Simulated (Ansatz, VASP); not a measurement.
Two plane-wave programs on HfN

Contents of INCAR:

```
SYSTEM = HfN
PREC     = Accurate       ! precision mode
ENCUT    = 520            ! plane-wave cutoff, eV
EDIFF    = 1E-6           ! SCF threshold, eV
ISMEAR   = -1             ! smearing method
SIGMA    = 0.05           ! smearing width, eV
LREAL    = .False.        ! projectors in reciprocal space
LASPH    = .True.         ! aspherical terms in the spheres
NELM     = 100            ! most SCF steps
ALGO     = Normal         ! electronic algorithm
ISIF     = 2              ! what is computed and relaxed
LWAVE    = .False.        ! write WAVECAR
LCHARG   = .False.        ! write CHGCAR
GGA      = PE             ! functional
NBANDS   = 14             ! bands
```

File KPOINTS:

```
Automatic mesh
0
Gamma
  14 14 14
  0 0 0
```

Contents of POSCAR:

```
HfN
1.0
    2.7674472854      0.0000000000      0.0000000000
    0.0000000000      2.7674472854      0.0000000000
    0.0000000000      0.0000000000      2.7674472854
Hf N
1 1
Direct
    0.0000000000      0.0000000000      0.0000000000
    0.5000000000      0.5000000000      0.5000000000
```

Input for Ansatz:

```yaml
crystal:
  lattice:
    - [2.7674472854, 0.0, 0.0]
    - [0.0, 2.7674472854, 0.0]
    - [0.0, 0.0, 2.7674472854]
  atoms:
    - { symbol: Hf, position: [0.0, 0.0, 0.0] }
    - { symbol: "N", position: [0.5, 0.5, 0.5] }
kpoints:
  mp_grid: { grid: [14, 14, 14] }
scf:
  occupations: { method: fermi_dirac, width: 0.05 }
hamiltonian:
  xc: pbe
  pseudopotentials: { kind: paw }
output:
  forces: true
  stress: true
  eigenvalues: true
  populations: true
```

Change from the starting cell: volume scaled by 0.94, PAW files.

Alike in both runs: task single point; functional PBE; k mesh 14 × 14 × 14; occupations fermi-dirac, width 0.05 eV; no spin polarisation.

|  | VASP | Ansatz |
| --- | --- | --- |
| version | VASP 6.6.1 | Ansatz 0.2.0 |
| potentials or method | VASP PAW PBE potentials, release 64 (Hf_pv, N) | PAW with Ansatz's default frozen-core files, scalar-relativistic |
| plane-wave cutoff (eV) | 520 | 420 |
| valence electrons in the cell | 15 | 31 |

Ansatz gave:

- pressure (GPa): 16.5

Which values does VASP return?

Pressure (GPa): 13.4.

VASP's potentials hold 15 valence electrons a cell and Ansatz's 31, so a difference there can come from the potentials and not from the codes.

Neither program's run includes spin-orbit coupling.
